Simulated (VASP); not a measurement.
# NaH (P6_3/mmc) in VASP: settings compared

The runs below take NaH through single point, with HSE06, PBE-based screened hybrid with 15 % exact exchange, PBE-based screened hybrid with 100 % exact exchange.

Program: VASP 6.6.1. These are calculated values, not measurements. Logs are shortened: lines on timing, memory, paths and dates and some standing lists are left out, and cuts for length are marked.

### 1 The cell of the first run

The structure is hexagonal, space group P6_3/mmc (No. 194). Conventional cell: a = 3.953 Å, b = 3.953 Å, c = 4.828 Å, α = 90.00°, β = 90.00°, γ = 120.00°. Within 3.0 Å of Na (site symmetry -6m2) lie 5 H at 2.28 to 2.41 Å. H (site symmetry -6m2) has 5 Na at 2.28 to 2.41 Å within 3.0 Å.

### 2 Single point, HSE06

POSCAR reads:

```
NaH
1.0
    3.9532815480      0.0000000000      0.0000000000
   -1.9766407740      3.4236422489      0.0000000000
    0.0000000000      0.0000000000      4.8282923038
Na H
2 2
Direct
    0.3333333333      0.6666666667     -0.0624996820
    0.6666666667      0.3333333333      0.4375003180
    0.3333333333      0.6666666667      0.4374996820
    0.6666666667      0.3333333333      0.9374996820
```

INCAR.step1 reads:

```
SYSTEM = NaH
PREC = Accurate
ENCUT = 520
EDIFF = 1E-5
ISMEAR = 0
SIGMA = 0.01
LREAL = .False.
LASPH = .True.
NELM = 60
ALGO = Normal
ISIF = 2
LWAVE = .True.
GGA = PE
NBANDS = 16
```

INCAR.step2 reads:

```
SYSTEM = NaH
PREC = Accurate
ENCUT = 520
EDIFF = 1E-7
ISMEAR = 0
SIGMA = 0.01
LREAL = .False.
LASPH = .True.
NELM = 60
ALGO = Normal
ISIF = 2
LWAVE = .False.
LCHARG = .True.
GGA = PE
LHFCALC = .True.
HFSCREEN = 0.2079
PRECFOCK = Normal
LELF = .True.
LVHAR = .True.
ISTART = 1
NBANDS = 16
```

KPOINTS reads:

```
Automatic mesh
0
Gamma
  6 6 2
  0 0 0
```

Potentials or basis: VASP PAW PBE potentials, release 64 (Na_pv, H).

Command:

```bash
> cat potpaw_PBE.64/Na_pv/POTCAR potpaw_PBE.64/H/POTCAR > POTCAR
> cp INCAR.step1 INCAR
> mpirun -np 1 vasp_std > vasp.out
> cp INCAR.step2 INCAR
> mpirun -np 1 vasp_std > vasp.out
```

OUTCAR:

```text
SYSTEM = NaH
   PREC = Accurate
   ENCUT = 520
   EDIFF = 1E-7
   ISMEAR = 0
   LREAL = .False.
   LASPH = .True.
   NELM = 60
   ISIF = 2
   GGA = PE
   LHFCALC = .True.
   HFSCREEN = 0.2079
   PRECFOCK = Normal
   ISTART = 1

 ion  position               nearest neighbor table
   1  0.333  0.667  0.938-
   2  0.667  0.333  0.438-
   3  0.333  0.667  0.437-
   4  0.667  0.333  0.937-

  LATTYP: Found a hexagonal cell.
 ALAT       =     3.9532815480
 C/A-ratio  =     1.2213378291

  Lattice vectors:

 A1 = (   3.9532815480,   0.0000000000,   0.0000000000)
 A2 = (  -1.9766407740,   3.4236422489,   0.0000000000)
 A3 = (   0.0000000000,   0.0000000000,   4.8282923038)

Analysis of symmetry for initial positions (statically):
=====================================================================
 Subroutine PRICEL returns:
 Original cell was already a primitive cell.

 Routine SETGRP: Setting up the symmetry group for a
 hexagonal supercell.

 Subroutine GETGRP returns: Found 24 space group operations
 (whereof  6 operations were pure point group operations)
 out of a pool of 24 trial point group operations.

The static configuration has the point symmetry C_3v.
 The point group associated with its full space group is D_6h.

Analysis of symmetry for dynamics (positions and initial velocities):
=====================================================================
 Subroutine PRICEL returns:
 Original cell was already a primitive cell.

 Routine SETGRP: Setting up the symmetry group for a
 hexagonal supercell.

 Subroutine GETGRP returns: Found 24 space group operations
 (whereof  6 operations were pure point group operations)
 out of a pool of 24 trial point group operations.

The dynamic configuration has the point symmetry C_3v.
 The point group associated with its full space group is D_6h.

 Subroutine INISYM returns: Found 24 space group operations
 (whereof  6 operations are pure point group operations),
 and found     1 'primitive' translations

----------------------------------------------------------------------------------------

                                     Primitive cell
[... 89 lines left out ...]
   NFREE  =      0    steps in history (QN), initial steepest desc. (CG)
   ISIF   =      2    stress and relaxation
   ISYM   =      3    0-nonsym 1-usesym 2-fastsym
   POTIM  = 0.5000    time-step for ionic-motion
   TEBEG  =    0.0;   TEEND  =   0.0 temperature during run
   PSTRESS=    0.0 pullay stress
   NELECT =      16.0000    total number of electrons
   NUPDOWN=      -1.0000    fix difference up-down
   EMIN   =  10.00;   EMAX   =-10.00  energy-range for DOS
   EFERMI =   0.00;   METHOD = LEGACY
   ISMEAR =     0;   SIGMA  =   0.01  broadening in eV -4-tet -1-fermi 0-gaus
   EFERMI_NEDOS =   21; number of points for ismear=-14 and -15
   IALGO  =     38    algorithm
   IMIX   =      1    mixing-type and parameters
     AMIX     =   0.40;   BMIX     =  1.00
     AMIX_MAG =   1.60;   BMIX_MAG =  1.00
  volume/ion in A,a.u.               =      16.34       110.25
  Fermi-wavevector in a.u.,A,eV,Ry     =   1.024161  1.935384 14.271231  1.048906
  Thomas-Fermi vector in A             =   2.157933
   LORBIT       =      0    0 simple, 1 ext, 2 COOP (PROOUT), +10 PAW based schemes
   GGA     = PE    functional components
   LHFCALC =     T    Hartree Fock is set to
   PRECFOCK=normal    Normal, Fast or Accurate (Low or Medium for compatibility)
   ENCUT4O =  -1.0   cutoff for four orbital integrals eV
   NKREDX  =     1    reduce k-point grid by
   NKREDY  =     1    reduce k-point grid by
   NKREDZ  =     1    reduce k-point grid by
   AEXX    =    0.2500 exact exchange contribution
   HFSCREEN=    0.2079 screening length (either q_TF or 0.3 A-1)
   HFSCREENC=   0.2079 screening length for correlation (either q_TF or 0.3 A-1)
   ENCUTFOCK=  -1.0 apply spherical cutoff to Coloumb kernel
   IVDW    =     0    specifies the selected vdW correction
   LEPSILON=     F    determine dielectric tensor
   LRPA    =     F    only Hartree local field effects (RPA)
 non-spin polarized calculation
 Gauss-broadening in eV      SIGMA  =   0.01
  energy-cutoff  :      520.00
  volume of cell :       65.35
 maximum number of plane-waves:      1794
 NGX is ok and might be reduce to    30
  NGX = 24; NGY = 24; NGZ = 28

 number of electron      16.0000024 magnetization

 Free energy of the ion-electron system (eV)
  ---------------------------------------------------
  ext. energy  EPLUGINS =         0.00000000
  ---------------------------------------------------
  free energy    TOTEN  =       -11.41660634 eV

  energy without entropy =      -11.41660634  energy(sigma->0) =      -11.41660634

 E-fermi :  -2.0180     XC(G=0):  -5.9800

 val. band max:       -2.1461398026   @ k =   0.1667   0.0000   0.0000
 cond. band min:       2.1195155031   @ k =   0.3333   0.3333   0.0000
 fundamental gap:      4.2656553057
 Fermi energy:        -2.0179718386

 k-point     1 :       0.0000    0.0000    0.0000
  band No.  band energies     occupation
      1     -26.7386      2.00000
      2     -26.7032      2.00000
      3     -26.7032      2.00000
      4     -26.6773      2.00000
      5     -26.6773      2.00000
      6     -26.6587      2.00000
[... 243 lines left out ...]
      3     -26.7001      2.00000
      4     -26.7001      2.00000
      5     -26.6660      2.00000
      6     -26.6660      2.00000
[... 8 lines left out ...]
     15      13.8714      0.00000
     16      13.8714      0.00000

------------------------ aborting loop because EDIFF is reached ----------------------------------------

  FORCE on cell =-STRESS in cart. coord.  units (eV):
  Direction    XX          YY          ZZ          XY          YZ          ZX
  --------------------------------------------------------------------------------------
  -------------------------------------------------------------------------------------
  Total        0.0660367      0.0660367     -0.0066930      0.0000000     -0.0000000      0.0000000
  in kB        1.6190343      1.6190343     -0.1640946      0.0000000     -0.0000000      0.0000000
  external PRESSURE =       1.0246580 kB  Pullay stress =       0.0000000 kB

 VOLUME and BASIS-vectors are now :
 -----------------------------------------------------------------------------
  energy-cutoff  :      520.00
  volume of cell :       65.35
      direct lattice vectors                 reciprocal lattice vectors
     3.953281548  0.000000000  0.000000000     0.252954410  0.146043296  0.000000000
    -1.976640774  3.423642249  0.000000000     0.000000000  0.292086593  0.000000000
     0.000000000  0.000000000  4.828292304     0.000000000  0.000000000  0.207112564

 POSITION                                       TOTAL-FORCE (eV/Angst)
 -----------------------------------------------------------------------------------
     -0.00000      2.28243      4.52653         0.000000     -0.000000      0.000000
      1.97664      1.14121      2.11238        -0.000000     -0.000000      0.000000
     -0.00000      2.28243      2.11238         0.000000      0.000000      0.000000
      1.97664      1.14121      4.52652         0.000000     -0.000000     -0.000000
 -----------------------------------------------------------------------------------
    total drift:                                0.000000      0.000000      0.000139

  FREE ENERGIE OF THE ION-ELECTRON SYSTEM (eV)
  ---------------------------------------------------
  free  energy   TOTEN  =       -11.4166063382 eV

  energy  without entropy=      -11.4166063382  energy(sigma->0) =      -11.41660634
```

Run time: 18 min. Hardware: 1 thread of Intel Xeon Platinum 8375C at 2.90GHz (Ice Lake), shared host; peak memory 0.28 GiB.

What came out:

```yaml
Free_energy: -11.4166 eV
Pressure: 0.1 GPa
Band_gap_on_the_k_mesh: 4.27 eV (least direct gap 5.25 eV)
```

Caveat: the k points lie up to 0.65 Å⁻¹ apart; the structure was generated, so it needn't be the stable form of NaH; the PAW data sets were made with another functional, which shifts forces and pressure a little. A k mesh can miss the band edges.

### 3 Single point, PBE-based screened hybrid with 15 % exact exchange

POSCAR is that of step 2.

INCAR.step1 reads:

```
SYSTEM = NaH
ALGO = Normal
EDIFF = 1E-5
ENCUT = 520
GGA = PE
ISIF = 2
ISMEAR = 0
LASPH = .TRUE.
LCHARG = .FALSE.
LREAL = .FALSE.
LWAVE = .TRUE.
NBANDS = 16
NELM = 100
PREC = Accurate
SIGMA = 0.01
```

INCAR.step2 reads:

```
SYSTEM = NaH
AEXX = 0.15
ALGO = Normal
EDIFF = 1E-6
ENCUT = 520
GGA = PE
HFSCREEN = 0.5
ISIF = 2
ISMEAR = 0
ISTART = 1
LASPH = .TRUE.
LCHARG = .FALSE.
LHFCALC = .TRUE.
LREAL = .FALSE.
LWAVE = .FALSE.
NBANDS = 16
NELM = 100
PREC = Accurate
PRECFOCK = Normal
SIGMA = 0.01
```

KPOINTS reads:

```
k-points
0
G
  6 6 2
  0 0 0
```

Potentials or basis: VASP PAW PBE potentials, release 64 (Na_pv, H).

Command:

```bash
> cat potpaw_PBE.64/Na_pv/POTCAR potpaw_PBE.64/H/POTCAR > POTCAR
> cp INCAR.step1 INCAR
> mpirun -np 1 vasp_std > vasp.out
> cp INCAR.step2 INCAR
> mpirun -np 1 vasp_std > vasp.out
```

Wall time 12 min (1 thread of Intel Xeon Platinum 8375C at 2.90GHz (Ice Lake), shared host); peak memory 0.28 GiB.

It converged, with:

```
Free energy            : -10.4944 eV
Pressure               : 0.2 GPa
Band gap on the k mesh : 3.58 eV (least direct gap 4.52 eV)
```

Stress tensor (GPa, compression positive):
```
0.25 0.00 0.00
0.00 0.25 0.00
0.00 0.00 0.17
```

Levels at points of the mesh, in eV from the valence-band top:
```tsv
k point	band 4	band 5	band 6	band 7	band 8	band 9	band 10	band 11	band 12	band 13
(0.00, 0.00, 0.00)	-23.48	-23.48	-23.46	-3.40	-0.01	5.19	8.32	10.67	10.67	11.00
(0.50, 0.00, 0.00)	-23.50	-23.49	-23.48	-1.54	-0.62	4.13	7.87	7.95	8.17	8.25
(0.00, 0.00, 0.50)	-23.50	-23.50	-23.50	-2.04	-2.04	7.27	7.27	11.44	11.44	11.44
(0.50, 0.00, 0.50)	-23.50	-23.47	-23.47	-0.85	-0.85	4.24	4.24	8.86	8.86	9.54
```

Caveat: the k points lie up to 0.65 Å⁻¹ apart; the structure was generated, so it needn't be the stable form of NaH; the PAW data sets were made with another functional, which shifts forces and pressure a little. A k mesh can miss the band edges.

[end of part 1 of 2]
